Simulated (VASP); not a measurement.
Wanted: the native input for a VASP 6.6.1 run.

```yaml
Task: relaxation of cell and atoms
Functional: PBE
Potentials_or_basis: VASP PAW PBE potentials, release 64 (Ca_sv, Ge_d, N)
Cutoff: 600 eV
k_mesh: 6 × 6 × 10
Occupations: gaussian, width 0.1 eV
Spin: no spin polarisation
Dipole_correction: no
Further_INCAR_settings: ALGO = Normal; EDIFF = 1e-07; IBRION = 2; EDIFFG = -0.01; NSW = 100; ISIF = 3
```

The structure of CaGe4N lies in POSCAR:

```
CaGe4N
1.0
    5.8168220416      0.0000000000      0.0000000000
   -2.9084110208      5.0375156573      0.0000000000
    0.0000000000      0.0000000000      3.9098418443
Ca Ge N
1 4 1
Direct
    0.0000000000      0.0000000000      0.0000000000
    0.6666666667      0.3333333333      0.0000000000
    0.0348857734      0.5174428867      0.5000000000
    0.4825571133      0.5174428867      0.5000000000
    0.4825571133      0.9651142266      0.5000000000
    0.3333333333      0.6666666667      0.0000000000
```

The cell was generated, and may not be a known phase.

The input as run:

INCAR

```
SYSTEM = CaGe4N
PREC = Accurate
ENCUT = 600
EDIFF = 1E-7
ISMEAR = 0
SIGMA = 0.1
LREAL = .FALSE.
LASPH = .TRUE.
NELM = 100
ALGO = Normal
ISIF = 3
LWAVE = .FALSE.
LCHARG = .FALSE.
GGA = PE
IBRION = 2
NSW = 100
EDIFFG = -0.01
```

KPOINTS

```
regular mesh
0
G
  6 6 10
  0 0 0
```

Potentials or basis: VASP PAW PBE potentials, release 64 (Ca_sv, Ge_d, N).

The run is started by

```console
$ cat potpaw_PBE.64/Ca_sv/POTCAR potpaw_PBE.64/Ge_d/POTCAR potpaw_PBE.64/N/POTCAR > POTCAR
$ mpirun -np 1 vasp_std > vasp.out
```

It gave:

The relaxed volume is 19.22 Å³/atom, the relaxed cell is a = 6.012 Å, b = 6.012 Å, c = 3.685 Å, α = 90.00°, β = 90.00°, γ = 120.00° and the space group after relaxing (to 0.1 Å) is P-6m2 (No. 187). The energy gained by relaxing is 18.7 meV/atom and the ionic steps are 7. The pressure after relaxing is 0.0 GPa. The band gap on the k mesh is zero (an odd number of electrons rules out a gap without spin polarisation).

Wall time 39 min on 1 thread of Intel Xeon 8259CL, on a shared host, peak memory 0.42 GiB.
